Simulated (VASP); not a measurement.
Wanted: the native input for a VASP 6.6.1 run.

| Item | Value |
| --- | --- |
| Task | single point |
| Functional | PBE |
| Potentials or basis | VASP PAW PBE potentials, release 64 (Mo_sv) |
| Cutoff | 520 eV |
| k mesh | 22 × 22 × 22 |
| Occupations | gaussian, width 0.15 eV |
| Spin | no spin polarisation |
| Dipole correction | no |
| Further INCAR settings | ALGO = Fast; EDIFF = 1e-07; NBANDS = 13 |

The structure of Mo lies in POSCAR:

```
Mo
1.0
   -1.6884447879      1.4974002787      1.4974002787
    1.4974002787     -1.6884447879      1.4974002787
    1.4974002787      1.4974002787     -1.6884447879
Mo
1
Direct
    0.0000000000      0.0000000000      0.0000000000
```

One way to write it, as run:

INCAR

```
SYSTEM = Mo
PREC = Accurate
ENCUT = 520
EDIFF = 1E-7
ISMEAR = 0
SIGMA = 0.15
LREAL = .FALSE.
LASPH = .TRUE.
NELM = 80
ALGO = Fast
ISIF = 2
LWAVE = .FALSE.
LCHARG = .FALSE.
GGA = PE
NBANDS = 13
```

KPOINTS

```
Automatic mesh
0
G
  22 22 22
  0 0 0
```

Potentials or basis: VASP PAW PBE potentials, release 64 (Mo_sv).

The run is started by

```bash
$ cat potpaw_PBE.64/Mo_sv/POTCAR > POTCAR
$ mpirun -np 1 vasp_std > vasp.out
```

Results of the run:

* Pressure: 78.0 GPa
* Band gap on the k mesh: zero (band 7 reaches 19.03 eV, above the bottom of band 8 at 13.91 eV)

It took 66 s on 1 thread of Intel(R) Xeon(R) 6975P-C (Granite Rapids) (shared host), peak memory 0.27 GiB.
